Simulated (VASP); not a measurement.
# AlAs (v.b) (F-43m) in VASP: single point with PBE

Aim: the single point of AlAs (v.b) with PBE.

Program: VASP 6.6.1. These are calculated values, not measurements. Logs are shortened: lines on timing, memory, paths and dates and some standing lists are left out, and cuts for length are marked.

**1. The cell of the first run**

Symmetry: F-43m, No. 216, cubic system. Conventional cell: a = 5.728 Å, b = 5.728 Å, c = 5.728 Å, α = 90.00°, β = 90.00°, γ = 90.00°. Within 3.3 Å of Al (site symmetry -43m) lie 4 As at 2.48 Å. Within 3.3 Å of As (site symmetry -43m) lie 4 Al at 2.48 Å.

**2. Single point, PBE**

The input, INCAR:

```
PREC = Accurate ; ENCUT = 500
EDIFF = 1E-6 ; ISMEAR = 0
SIGMA = 0.02 ; LREAL = F
LASPH = T ; NELM = 120
ALGO = Normal ; ISIF = 2
LWAVE = F ; LCHARG = F
GGA = PE ; NBANDS = 11
GGA_COMPAT = F
```

The input, KPOINTS:

```
regular mesh
0
Gamma
  8 8 8
```

The input, POSCAR:

```
AlAs
1.0
    0.0000000000      2.8638561900      2.8638561900
    2.8638561900      0.0000000000      2.8638561900
    2.8638561900      2.8638561900      0.0000000000
Al As
1 1
Direct
    0.0000000000      0.0000000000      0.0000000000
    0.2500000000      0.2500000000      0.2500000000
```

Potentials or basis: VASP PAW PBE potentials, release 64 (Al, As).

Launch:

```console
> cat potpaw_PBE.64/Al/POTCAR potpaw_PBE.64/As/POTCAR > POTCAR
> mpirun -np 1 vasp_std > vasp.out
```

OUTCAR:

```text
PREC = Accurate
   ENCUT = 500
   EDIFF = 1E-6
   ISMEAR = 0
   LREAL = F
   LASPH = T
   NELM = 120
   ISIF = 2
   GGA = PE

 ion  position               nearest neighbor table
   1  0.000  0.000  0.000-   2 2.48   2 2.48   2 2.48   2 2.48
   2  0.250  0.250  0.250-   1 2.48   1 2.48   1 2.48   1 2.48

  LATTYP: Found a face centered cubic cell.
 ALAT       =     5.7277123800

  Lattice vectors:

 A1 = (   0.0000000000,   2.8638561900,   2.8638561900)
 A2 = (   2.8638561900,   0.0000000000,   2.8638561900)
 A3 = (   2.8638561900,   2.8638561900,   0.0000000000)

Analysis of symmetry for initial positions (statically):
=====================================================================
 Subroutine PRICEL returns:
 Original cell was already a primitive cell.

 Routine SETGRP: Setting up the symmetry group for a
 face centered cubic supercell.

 Subroutine GETGRP returns: Found 24 space group operations
 (whereof 24 operations were pure point group operations)
 out of a pool of 48 trial point group operations.

The static configuration has the point symmetry T_d .

Analysis of symmetry for dynamics (positions and initial velocities):
=====================================================================
 Subroutine PRICEL returns:
 Original cell was already a primitive cell.

 Routine SETGRP: Setting up the symmetry group for a
 face centered cubic supercell.

 Subroutine GETGRP returns: Found 24 space group operations
 (whereof 24 operations were pure point group operations)
 out of a pool of 48 trial point group operations.

The dynamic configuration has the point symmetry T_d .

 Subroutine INISYM returns: Found 24 space group operations
 (whereof 24 operations are pure point group operations),
 and found     1 'primitive' translations

----------------------------------------------------------------------------------------

                                     Primitive cell

  volume of cell :      46.9768

  direct lattice vectors                    reciprocal lattice vectors
     0.000000000  2.863856190  2.863856190    -0.174589772  0.174589772  0.174589772
     2.863856190  0.000000000  2.863856190     0.174589772 -0.174589772  0.174589772
     2.863856190  2.863856190  0.000000000     0.174589772  0.174589772 -0.174589772

  length of vectors
     4.050104265  4.050104265  4.050104265     0.302398356  0.302398356  0.302398356

  position of ions in fractional coordinates (direct lattice)
     0.000000000  0.000000000  0.000000000
     0.250000000  0.250000000  0.250000000

  ion indices of the primitive-cell ions
   primitive index   ion index
                 1           1
                 2           2
[... 78 lines left out ...]
   ISIF   =      2    stress and relaxation
   ISYM   =      2    0-nonsym 1-usesym 2-fastsym
   POTIM  = 0.5000    time-step for ionic-motion
   TEBEG  =    0.0;   TEEND  =   0.0 temperature during run
   PSTRESS=    0.0 pullay stress
   NELECT =       8.0000    total number of electrons
   NUPDOWN=      -1.0000    fix difference up-down
   EMIN   =  10.00;   EMAX   =-10.00  energy-range for DOS
   EFERMI =   0.00;   METHOD = LEGACY
   ISMEAR =     0;   SIGMA  =   0.02  broadening in eV -4-tet -1-fermi 0-gaus
   EFERMI_NEDOS =   21; number of points for ismear=-14 and -15
   IALGO  =     38    algorithm
   IMIX   =      4    mixing-type and parameters
     AMIX     =   0.40;   BMIX     =  1.00
     AMIX_MAG =   1.60;   BMIX_MAG =  1.00
  volume/ion in A,a.u.               =      23.49       158.51
  Fermi-wavevector in a.u.,A,eV,Ry     =   0.907424  1.714783 11.203288  0.823418
  Thomas-Fermi vector in A             =   2.031230
   LORBIT       =      0    0 simple, 1 ext, 2 COOP (PROOUT), +10 PAW based schemes
   GGA     = PE    functional components
   LHFCALC =     F    Hartree Fock is set to
   AEXX    =    0.0000 exact exchange contribution
   IVDW    =     0    specifies the selected vdW correction
   LEPSILON=     F    determine dielectric tensor
   LRPA    =     F    only Hartree local field effects (RPA)
 non-spin polarized calculation
 Gauss-broadening in eV      SIGMA  =   0.02
  energy-cutoff  :      500.00
  volume of cell :       46.98
 maximum number of plane-waves:      1243
 NGX is ok and might be reduce to    30
   NGX = 15   NGY = 15   NGZ = 15

 number of electron       7.9999999 magnetization

 Free energy of the ion-electron system (eV)
  ---------------------------------------------------
  ext. energy  EPLUGINS =         0.00000000
  ---------------------------------------------------
  free energy    TOTEN  =        -9.38797865 eV

  energy without entropy =       -9.38797865  energy(sigma->0) =       -9.38797865

 E-fermi :   3.6751     XC(G=0):  -8.9050

 val. band max:        3.5946392304   @ k =   0.0000   0.0000   0.0000
 cond. band min:       5.0889167581   @ k =   0.5000   0.5000   0.0000
 fundamental gap:      1.4942775277
 Fermi energy:         3.6751236364

 k-point     1 :       0.0000    0.0000    0.0000
  band No.  band energies     occupation
      1      -8.0765      2.00000
      2       3.5946      2.00000
      3       3.5946      2.00000
      4       3.5946      2.00000
      5       5.3780      0.00000
      6       7.8218      0.00000
      7       7.8218      0.00000
      8       7.8218      0.00000
      9      12.2778      0.00000
     10      12.5371      0.00000
     11      12.5371      0.00000
[... 309 lines left out ...]
 k-point    24 :      -0.3750    0.2500    0.1250
  band No.  band energies     occupation
      1      -6.4885      2.00000
      2      -1.5394      2.00000
      3       0.9925      2.00000
      4       2.1114      2.00000
      5       7.1752      0.00000
      6       7.8056      0.00000
      7      10.1341      0.00000
      8      11.0979      0.00000
      9      11.8140      0.00000
     10      14.4582      0.00000
     11      15.6793      0.00000

 [... further k-points ...]
[... 5 lines left out ...]
  --------------------------------------------------------------------------------------
  -------------------------------------------------------------------------------------
  Total        0.0534170      0.0534170      0.0534170      0.0000000     -0.0000000      0.0000000
  in kB        1.8218252      1.8218252      1.8218252      0.0000000     -0.0000000      0.0000000
  external PRESSURE =       1.8218252 kB  Pullay stress =       0.0000000 kB

 VOLUME and BASIS-vectors are now :
 -----------------------------------------------------------------------------
  energy-cutoff  :      500.00
  volume of cell :       46.98
      direct lattice vectors                 reciprocal lattice vectors
     0.000000000  2.863856190  2.863856190    -0.174589772  0.174589772  0.174589772
     2.863856190  0.000000000  2.863856190     0.174589772 -0.174589772  0.174589772
     2.863856190  2.863856190  0.000000000     0.174589772  0.174589772 -0.174589772

 POSITION                                       TOTAL-FORCE (eV/Angst)
 -----------------------------------------------------------------------------------
      0.00000      0.00000      0.00000         0.000000      0.000000      0.000000
      1.43193      1.43193      1.43193        -0.000000     -0.000000     -0.000000
 -----------------------------------------------------------------------------------
    total drift:                                0.000000      0.000000      0.000000

  FREE ENERGIE OF THE ION-ELECTRON SYSTEM (eV)
  ---------------------------------------------------
  free  energy   TOTEN  =        -9.3879786509 eV

  energy  without entropy=       -9.3879786509  energy(sigma->0) =       -9.38797865
```

It took 16 s on 1 thread of AMD EPYC 7R13, shared host; peak memory 0.14 GiB.

What came out:

```
Free energy            : -9.3880 eV
Pressure               : 0.2 GPa
Band gap on the k mesh : 1.49 eV, indirect (least direct gap 1.78 eV)
```

A k mesh can miss the band edges. Expect the measured gap to be larger: semilocal functionals such as PBE lack the derivative discontinuity.
